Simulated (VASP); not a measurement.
Set up this calculation in VASP 6.6.1, as the native input.

* Task: single point
* Functional: PBE
* Potentials or basis: VASP PAW PBE potentials, release 64 (Hf_pv, B)
* Cutoff: 500 eV
* k mesh: 8 × 8 × 7
* Occupations: methfessel-paxton, width 0.05 eV
* Spin: no spin polarisation
* Dipole correction: no
* Further INCAR settings: ALGO = Normal; EDIFF = 1e-06; NBANDS = 15

The structure of HfB2 lies in POSCAR:

```
HfB2
1.0
    3.1254953734      0.0000000000      0.0000000000
   -1.5627476867      2.7067583928      0.0000000000
    0.0000000000      0.0000000000      3.4599344280
Hf B
1 2
Direct
    0.0000000000      0.0000000000      0.0000000000
    0.3333333333      0.6666666667      0.5000000000
    0.6666666667      0.3333333333      0.5000000000
```

One way to write it, as run:

INCAR

```
PREC = Accurate ; ENCUT = 500
EDIFF = 1E-6 ; ISMEAR = 1
SIGMA = 0.05 ; LREAL = False
LASPH = True ; NELM = 120
ALGO = Normal ; ISIF = 2
LWAVE = False ; LCHARG = False
GGA = PE ; NBANDS = 15
GGA_COMPAT = False
```

KPOINTS

```
Automatic mesh
0
Gamma
  8 8 7
```

Potentials or basis: VASP PAW PBE potentials, release 64 (Hf_pv, B).

The run is started by

```sh
$ cat potpaw_PBE.64/Hf_pv/POTCAR potpaw_PBE.64/B/POTCAR > POTCAR
$ mpirun -np 1 vasp_std > vasp.out
```

It gave:

```
Pressure               : 5.0 GPa
Band gap on the k mesh : zero (band 8 reaches 8.38 eV, above the bottom of band 9 at 8.01 eV)
```

Caveat: spin-orbit coupling is left out, which moves the levels of the heavy elements.

It took 16 s on 1 thread of Intel(R) Xeon(R) Platinum 8259CL CPU @ 2.50GHz (Skylake/Cascade Lake), on a shared host, peak memory 0.15 GiB.
